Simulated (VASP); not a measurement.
A run of VASP 6.6.1 is set up as follows.

INCAR

```
SYSTEM = OsSe
ALGO = Normal
EDIFF = 1E-6
ENCUT = 520
ISIF = 2
ISMEAR = 0
ISPIN = 2
LASPH = .True.
LCHARG = .True.
LELF = .True.
LMAXMIX = 4
LORBIT = 11
LREAL = .False.
LVHAR = .True.
LWAVE = .False.
MAGMOM = 0.05 0
NBANDS = 18
NELM = 150
PREC = Accurate
SIGMA = 0.05
```

KPOINTS

```
k-points
0
Gamma
  10 10 10
  0 0 0
```

Contents of POSCAR:

```
OsSe
1.0
    0.0000000000      2.7546421506      2.7546421506
    2.7546421506      0.0000000000      2.7546421506
    2.7546421506      2.7546421506      0.0000000000
Os Se
1 1
Direct
    0.0000000000      0.0000000000      0.0000000000
    0.2500000000      0.2500000000      0.2500000000
```

Potentials or basis: VASP PAW LDA potentials, release 64 (Os, Se).

The run is started by

```bash
$ cat potpaw_LDA.64/Os/POTCAR potpaw_LDA.64/Se/POTCAR > POTCAR
$ mpirun -np 1 vasp_std > vasp.out
```

Problem. Predict the net moment.

Solution. 0.00 μB per cell.

Problem. Predict the pressure.

Solution. -7.0 GPa.

Problem. Predict the band gap on the k mesh.

Solution. Zero (filled and empty bands overlap).

Caveat: the cell stands under tension; spin-orbit coupling is left out, which moves the levels of the heavy elements.
